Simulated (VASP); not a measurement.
Here is a VASP 6.6.1 calculation.

INCAR

```
PREC = Accurate
ENCUT = 520
EDIFF = 1E-8
ISMEAR = 0
SIGMA = 0.01
LREAL = False
LASPH = True
NELM = 100
ALGO = Normal
ISIF = 2
LWAVE = False
LCHARG = False
GGA = PS
NBANDS = 14
IBRION = 8
NSW = 1
LEPSILON = True
```

The input KPOINTS:

```
regular mesh
0
Gamma
  6 6 6
```

File POSCAR:

```
NaCl
1.0
    0.0000000000      2.8010994448      2.8010994448
    2.8010994448      0.0000000000      2.8010994448
    2.8010994448      2.8010994448      0.0000000000
Na Cl
1 1
Direct
    0.0000000000      0.0000000000      0.0000000000
    0.5000000000      0.5000000000      0.5000000000
```

Potentials or basis: VASP PAW PBE potentials, release 64 (Na_pv, Cl).

Run with:

```console
$ cat potpaw_PBE.64/Na_pv/POTCAR potpaw_PBE.64/Cl/POTCAR > POTCAR
$ mpirun -np 1 vasp_std > vasp.out
```

Question: What does it give for the electronic dielectric tensor (diagonal)?

Answer: 2.57.

Question: What does it give for the Born charges (mean of the diagonal)?

Answer: Na +1.09; Cl -1.09 e.

Question: Predict the highest phonon frequency at Γ, LO-TO splitting left out.

Answer: 168 cm⁻¹.

Electronic dielectric tensor:
```
2.57 0.00 0.00
0.00 2.57 0.00
0.00 0.00 2.57
```
